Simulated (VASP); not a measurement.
# Rh (P-3m1) in VASP: a series of runs

The runs below take Rh through single point, with PBEsol.

Program: VASP 6.6.1. These are calculated values, not measurements. Logs are shortened: lines on timing, memory, paths and dates and some standing lists are left out, and cuts for length are marked.

### Step 1. The cell of the first run

It takes space group P-3m1 (No. 164, trigonal). Conventional cell: a = 2.689 Å, b = 2.689 Å, c = 4.329 Å, α = 90.00°, β = 90.00°, γ = 120.00°. Rh (site symmetry 3m) has 12 Rh at 2.50 to 2.84 Å within 3.3 Å.

### Step 2. Single point, PBEsol (atoms displaced along a vibrational mode)

Contents of INCAR:

```
SYSTEM = Rh
ALGO = Fast
EDIFF = 1E-6
ENCUT = 520
GGA = PS
ISIF = 2
ISMEAR = 0
LASPH = .True.
LCHARG = .True.
LELF = .True.
LREAL = .False.
LVHAR = .True.
LWAVE = .False.
NBANDS = 22
NELM = 60
PREC = Accurate
SIGMA = 0.15
```

Contents of KPOINTS:

```
k-points
0
Gamma
  24 24 14
  0 0 0
```

Contents of POSCAR:

```
Rh
1.0
    2.6887360848      0.0000000000      0.0000000000
   -1.3443680424      2.3285137535      0.0000000000
    0.0000000000      0.0000000000      4.3290202437
Rh
2
Direct
    0.6666666667      0.3333333333      0.7742549108
    0.3333333333      0.6666666667      0.2257450892
```

Potentials or basis: VASP PAW PBE potentials, release 64 (Rh_pv).

The run is started by

```bash
> cat potpaw_PBE.64/Rh_pv/POTCAR > POTCAR
> mpirun -np 1 vasp_std > vasp.out
```

OUTCAR:

```text
SYSTEM = Rh
   EDIFF = 1E-6
   ENCUT = 520
   GGA = PS
   ISIF = 2
   ISMEAR = 0
   LASPH = .True.
   LREAL = .False.
   NELM = 60
   PREC = Accurate

 ion  position               nearest neighbor table
   1  0.667  0.333  0.774-   2 2.50   2 2.50   2 2.50   2 2.84   2 2.84   2 2.84
   2  0.333  0.667  0.226-   1 2.50   1 2.50   1 2.50   1 2.84   1 2.84   1 2.84

  LATTYP: Found a hexagonal cell.
 ALAT       =     2.6887360848
 C/A-ratio  =     1.6100577026

  Lattice vectors:

 A1 = (   2.6887360848,   0.0000000000,   0.0000000000)
 A2 = (  -1.3443680424,   2.3285137535,   0.0000000000)
 A3 = (   0.0000000000,   0.0000000000,   4.3290202437)

Analysis of symmetry for initial positions (statically):
=====================================================================
 Subroutine PRICEL returns:
 Original cell was already a primitive cell.

 Routine SETGRP: Setting up the symmetry group for a
 hexagonal supercell.

 Subroutine GETGRP returns: Found 12 space group operations
 (whereof 12 operations were pure point group operations)
 out of a pool of 24 trial point group operations.

The static configuration has the point symmetry D_3d.

Analysis of symmetry for dynamics (positions and initial velocities):
=====================================================================
 Subroutine PRICEL returns:
 Original cell was already a primitive cell.

 Routine SETGRP: Setting up the symmetry group for a
 hexagonal supercell.

 Subroutine GETGRP returns: Found 12 space group operations
 (whereof 12 operations were pure point group operations)
 out of a pool of 24 trial point group operations.

The dynamic configuration has the point symmetry D_3d.

 Subroutine INISYM returns: Found 12 space group operations
 (whereof 12 operations are pure point group operations),
 and found     1 'primitive' translations

----------------------------------------------------------------------------------------

                                     Primitive cell

  volume of cell :      27.1030

  direct lattice vectors                    reciprocal lattice vectors
     2.688736085  0.000000000  0.000000000     0.371921962  0.214729245  0.000000000
    -1.344368042  2.328513753  0.000000000     0.000000000  0.429458490  0.000000000
     0.000000000  0.000000000  4.329020244     0.000000000  0.000000000  0.230999151

  length of vectors
     2.688736085  2.688736085  4.329020244     0.429458490  0.429458490  0.230999151

  position of ions in fractional coordinates (direct lattice)
     0.666666667  0.333333333  0.774254911
     0.333333333  0.666666667  0.225745089

  ion indices of the primitive-cell ions
   primitive index   ion index
                 1           1
                 2           2

----------------------------------------------------------------------------------------

 KPOINTS: k-points

Automatic generation of k-mesh.
 Grid dimensions read from file:
 generate k-points for:   24   24   14

 Generating k-lattice:

  Cartesian coordinates                     Fractional coordinates (reciprocal lattice)
     0.015496748  0.008947052  0.000000000     0.041666667  0.000000000  0.000000000
     0.000000000  0.017894104  0.000000000     0.000000000  0.041666667  0.000000000
     0.000000000  0.000000000  0.016499939     0.000000000  0.000000000  0.071428571

  Length of vectors
     0.017894104  0.017894104  0.016499939

  Shift w.r.t. Gamma in fractional coordinates (k-lattice)
     0.000000000  0.000000000  0.000000000

 Subroutine IBZKPT returns following result:
 ===========================================

 Found    776 irreducible k-points:

 Following reciprocal coordinates:
            Coordinates               Weight
  0.000000  0.000000  0.000000      1.000000
  0.041667  0.000000  0.000000      6.000000
  0.083333  0.000000  0.000000      6.000000
  0.125000  0.000000  0.000000      6.000000
  0.166667  0.000000  0.000000      6.000000
  0.208333  0.000000  0.000000      6.000000
[... 16 lines left out ...]
  0.416667  0.041667  0.000000     12.000000
  0.458333  0.041667  0.000000     12.000000
 [... further k-points ...]
   k-points           NKPTS =    776   k-points in BZ     NKDIM =    776   number of bands    NBANDS=     22
   number of dos      NEDOS =    301   number of ions     NIONS =      2
   total plane-waves  NPLWV =  12800
   dimension x,y,z NGX =    20 NGY =   20 NGZ =   32
   dimension x,y,z NGXF=    40 NGYF=   40 NGZF=   64
   ions per type =               2
   NGX,Y,Z   is equivalent  to a cutoff of  12.37, 12.37, 12.29 a.u.
   NGXF,Y,Z  is equivalent  to a cutoff of  24.73, 24.73, 24.58 a.u.
 SYSTEM =  Rh
   PREC   = accura    normal or accurate (medium, high low for compatibility)
   ISTART =      0    job   : 0-new  1-cont  2-samecut
   ICHARG =      2    charge: 1-file 2-atom 10-const
   ISPIN  =      1    spin polarized calculation?
   LNONCOLLINEAR =      F non collinear calculations
   LSORBIT =      F    spin-orbit coupling
   LASPH  =      T    aspherical Exc in radial PAW
   ENCUT  =  520.0 eV  38.22 Ry    6.18 a.u.   5.00  5.00  8.05*2*pi/ulx,y,z
   NELM   =     60;   NELMIN=  2; NELMDL= -5     # of ELM steps
   EDIFF  = 0.1E-05   stopping-criterion for ELM
   LREAL  =      F    real-space projection
   EDIFFG = 0.1E-04   stopping-criterion for IOM
   NSW    =      0    number of steps for IOM
   IBRION =     -1    ionic relax: 0-MD 1-quasi-New 2-CG
   NFREE  =      0    steps in history (QN), initial steepest desc. (CG)
   ISIF   =      2    stress and relaxation
   ISYM   =      2    0-nonsym 1-usesym 2-fastsym
   POTIM  = 0.5000    time-step for ionic-motion
   TEBEG  =    0.0;   TEEND  =   0.0 temperature during run
   PSTRESS=    0.0 pullay stress
   NELECT =      30.0000    total number of electrons
   NUPDOWN=      -1.0000    fix difference up-down
   EMIN   =  10.00;   EMAX   =-10.00  energy-range for DOS
   EFERMI =   0.00;   METHOD = LEGACY
   ISMEAR =     0;   SIGMA  =   0.15  broadening in eV -4-tet -1-fermi 0-gaus
   EFERMI_NEDOS =   21; number of points for ismear=-14 and -15
   IALGO  =     68    algorithm
   IMIX   =      4    mixing-type and parameters
     AMIX     =   0.40;   BMIX     =  1.00
     AMIX_MAG =   1.60;   BMIX_MAG =  1.00
  volume/ion in A,a.u.               =      13.55        91.45
  Fermi-wavevector in a.u.,A,eV,Ry     =   1.693466  3.200186 39.019139  2.867826
  Thomas-Fermi vector in A             =   2.774866
   LORBIT       =      0    0 simple, 1 ext, 2 COOP (PROOUT), +10 PAW based schemes
   GGA     = PS    functional components
   LHFCALC =     F    Hartree Fock is set to
   AEXX    =    0.0000 exact exchange contribution
   IVDW    =     0    specifies the selected vdW correction
   LEPSILON=     F    determine dielectric tensor
   LRPA    =     F    only Hartree local field effects (RPA)
 non-spin polarized calculation
 RMM-DIIS sequential band-by-band and
 Gauss-broadening in eV      SIGMA  =   0.15
  energy-cutoff  :      520.00
  volume of cell :       27.10
 maximum number of plane-waves:       756
   NGX =  9   NGY =  9   NGZ = 17

 number of electron      29.9999996 magnetization

 Free energy of the ion-electron system (eV)
  ---------------------------------------------------
  ext. energy  EPLUGINS =         0.00000000
  ---------------------------------------------------
  free energy    TOTEN  =       -15.94125305 eV

  energy without entropy =      -15.90582490  energy(sigma->0) =      -15.92353898

 E-fermi :  12.1902     XC(G=0): -14.2818

 val. band max:       12.1895340088   @ k =   0.1667   0.0417   0.5000
 cond. band min:      12.1910231714   @ k =  -0.1250  -0.4583   0.4286
 fundamental gap:      0.0014891626
 Fermi energy:        12.1901982574

 k-point     1 :       0.0000    0.0000    0.0000
  band No.  band energies     occupation
      1     -35.2286      2.00000
      2     -34.4660      2.00000
      3     -34.4660      2.00000
      4     -34.3159      2.00000
      5     -34.3075      2.00000
      6     -34.3075      2.00000
[... 14 lines left out ...]
     21      30.9118      0.00000
     22      31.0138      0.00000

 k-point     2 :       0.0417    0.0000    0.0000
  band No.  band energies     occupation
      1     -35.2244      2.00000
      2     -34.4785      2.00000
      3     -34.4694      2.00000
      4     -34.3175      2.00000
      5     -34.3149      2.00000
      6     -34.3087      2.00000
[... 14 lines left out ...]
     21      30.9827      0.00000
     22      31.0434      0.00000

 k-point     3 :       0.0833    0.0000    0.0000
  band No.  band energies     occupation
      1     -35.2122      2.00000
      2     -34.5134      2.00000
      3     -34.4793      2.00000
      4     -34.3456      2.00000
      5     -34.3149      2.00000
      6     -34.3126      2.00000
[... 14 lines left out ...]
     21      31.0306      0.00000
     22      31.2098      0.00000

 k-point     4 :       0.1250    0.0000    0.0000
  band No.  band energies     occupation
      1     -35.1925      2.00000
      2     -34.5657      2.00000
      3     -34.4949      2.00000
      4     -34.3900      2.00000
      5     -34.3188      2.00000
      6     -34.3184      2.00000
[... 14 lines left out ...]
     21      30.8268      0.00000
     22      31.4622      0.00000

 k-point     5 :       0.1667    0.0000    0.0000
  band No.  band energies     occupation
      1     -35.1666      2.00000
      2     -34.6306      2.00000
      3     -34.5148      2.00000
      4     -34.4465      2.00000
      5     -34.3274      2.00000
      6     -34.3271      2.00000
[... 417 lines left out ...]
 k-point    22 :       0.3750    0.0417    0.0000
  band No.  band energies     occupation
      1     -35.0449      2.00000
      2     -34.9926      2.00000
      3     -34.7087      2.00000
      4     -34.6340      2.00000
      5     -34.4575      2.00000
      6     -34.3920      2.00000
[... 14 lines left out ...]
     21      25.8166      0.00000
     22      27.1207      0.00000

 k-point    23 :       0.4167    0.0417    0.0000
  band No.  band energies     occupation
      1     -35.0636      2.00000
      2     -35.0110      2.00000
      3     -34.7048      2.00000
      4     -34.6482      2.00000
      5     -34.4830      2.00000
      6     -34.3986      2.00000
[... 14 lines left out ...]
     21      25.2937      0.00000
     22      26.2397      0.00000

 k-point    24 :       0.4583    0.0417    0.0000
  band No.  band energies     occupation
      1     -35.0783      2.00000
      2     -35.0177      2.00000
      3     -34.6966      2.00000
      4     -34.6567      2.00000
      5     -34.4988      2.00000
      6     -34.4020      2.00000
[... 14 lines left out ...]
     21      24.9959      0.00000
     22      25.3500      0.00000

 [... further k-points ...]

------------------------ aborting loop because EDIFF is reached ----------------------------------------

  FORCE on cell =-STRESS in cart. coord.  units (eV):
  Direction    XX          YY          ZZ          XY          YZ          ZX
  --------------------------------------------------------------------------------------
  -------------------------------------------------------------------------------------
  Total        0.9837976      0.9837976      2.0254673      0.0000000      0.0000000      0.0000000
  in kB       58.1566964     58.1566964    119.7344753      0.0000000      0.0000000      0.0000000
  external PRESSURE =      78.6826227 kB  Pullay stress =       0.0000000 kB

 VOLUME and BASIS-vectors are now :
 -----------------------------------------------------------------------------
  energy-cutoff  :      520.00
  volume of cell :       27.10
      direct lattice vectors                 reciprocal lattice vectors
     2.688736085  0.000000000  0.000000000     0.371921962  0.214729245  0.000000000
    -1.344368042  2.328513753  0.000000000     0.000000000  0.429458490  0.000000000
     0.000000000  0.000000000  4.329020244     0.000000000  0.000000000  0.230999151

 POSITION                                       TOTAL-FORCE (eV/Angst)
 -----------------------------------------------------------------------------------
      1.34437      0.77617      3.35177         0.000000      0.000000     -2.633914
     -0.00000      1.55234      0.97726        -0.000000     -0.000000      2.633914
 -----------------------------------------------------------------------------------
    total drift:                                0.000000     -0.000000     -0.000000

  FREE ENERGIE OF THE ION-ELECTRON SYSTEM (eV)
  ---------------------------------------------------
  free  energy   TOTEN  =       -15.9412530540 eV

  energy  without entropy=      -15.9058249039  energy(sigma->0) =      -15.92353898
```

Wall time 2.8 min (1 thread of Intel Xeon 6975P-C (Granite Rapids), shared host); peak memory 0.43 GiB.

Results:

```yaml
Free_energy: -15.9413 eV
Pressure: 7.9 GPa
Largest_force: 2.634 eV/Å
Band_gap_on_the_k_mesh: zero (bands 15 and 16 overlap by 2.27 eV)
```

Forces on the atoms (eV/Å):
```
Rh   0.000  0.000 -2.634
Rh   0.000  0.000  2.634
```

Stress tensor (GPa, compression positive):
```
 5.82  0.00  0.00
 0.00  5.82  0.00
 0.00  0.00 11.97
```

Caveat: the cell differs from its parent crystal (atoms displaced along a vibrational mode); the stress differs along the axes, from 6 to 12 GPa; the PAW data sets were made with another functional, which shifts forces and pressure a little.

(Continued in part 2 of 2.)
